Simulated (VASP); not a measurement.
Pd: single point with PBE

System: Pd, a slab with vacuum.

```xyz
6
Lattice="2.7505 0.0000 0.0000 0.0000 2.7505 0.0000 0.0000 0.0000 24.7245" Properties=species:S:1:pos:R:3 pbc="T T T"
Pd    1.3753    1.3753    7.5000
Pd    0.0000    0.0000    9.4449
Pd    1.3753    1.3753   11.3898
Pd    0.0000    0.0000   13.3347
Pd    1.3753    1.3753   15.2796
Pd    0.0000    0.0000   17.2245
```

- Program: VASP 6.6.1
- Task: single point
- Functional: PBE
- Potentials or basis: VASP PAW PBE potentials, release 64 (Pd)
- Cutoff: 520 eV
- k mesh: 10 × 10 × 1
- Occupations: fermi-dirac, width 0.05 eV
- Spin: no spin polarisation
- Dipole correction: no
- k mesh for the DOS: 15 × 15 × 1
- Occupations for the DOS: tetrahedron
- Further INCAR settings: ALGO = Normal; EDIFF = 1e-06; NBANDS = 39

```yaml
Valence_electrons_inside_the_program's_atomic_spheres: Pd 9.26, 9.43, 9.46 (each value once)
```

Levels at points of the mesh, in eV from the Fermi level:
| k point | band 26 | band 27 | band 28 | band 29 | band 30 | band 31 | band 32 | band 33 | band 34 | band 35 |
| --- | --- | --- | --- | --- | --- | --- | --- | --- | --- | --- |
| (0.00, 0.00, 0.00) | -0.82 | -0.60 | -0.31 | -0.16 | -0.16 | -0.04 | 0.01 | 0.21 | 0.21 | 0.25 |

Wall time 12 min on 1 thread of Intel Xeon 8259CL, with other jobs on the host, peak memory 0.35 GiB.

Caveat: there is no dipole correction, which matters where the two faces differ.
